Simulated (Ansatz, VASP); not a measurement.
Al3BiO: VASP beside Ansatz

```
CELL_PARAMETERS angstrom
4.52513 0.00000 0.00000
0.00000 4.52513 0.00000
0.00000 0.00000 4.52544
ATOMIC_POSITIONS crystal
Al 0.00000 0.50000 0.51366
Al 0.00000 0.00000 0.01403
Al 0.50000 0.00000 0.51366
Bi 0.00000 0.00000 0.51460
O 0.50000 0.50000 0.00573
```

Change from the starting cell: species swapped into the CsInBr3 type (P4mm, No. 99).

Alike in both runs: task relaxation of cell and atoms; functional PBE; k mesh 4 × 4 × 4; occupations gaussian, width 0.1 eV; no spin polarisation.

|  | VASP | Ansatz |
| --- | --- | --- |
| version | VASP 6.6.1 | Ansatz 0.2.0 |
| potentials or method | VASP PAW PBE potentials, release 64 (Al, Bi_d, O), cutoff 600 eV | scalar-relativistic, plane waves, PAW |
| valence electrons in the cell | 30 | 30 |

Ansatz gave:

* gap on the k mesh at the Fermi level, each at its own relaxed structure (eV): none
* relaxed volume (Å³/atom): 21.64
* relaxed cell length with the largest relative difference (Å): 7.106

Problem. What did VASP give for the same quantities?

Solution. gap on the k mesh at the Fermi level, each at its own relaxed structure (eV): none; relaxed volume (Å³/atom): 21.05; relaxed cell length with the largest relative difference (Å): 6.720.

A gap of «none» marks a metal or a gap that the smearing closes. One of these differences is far larger than is usual between the two programs; its cause wasn't traced.

Spin-orbit coupling is off throughout.
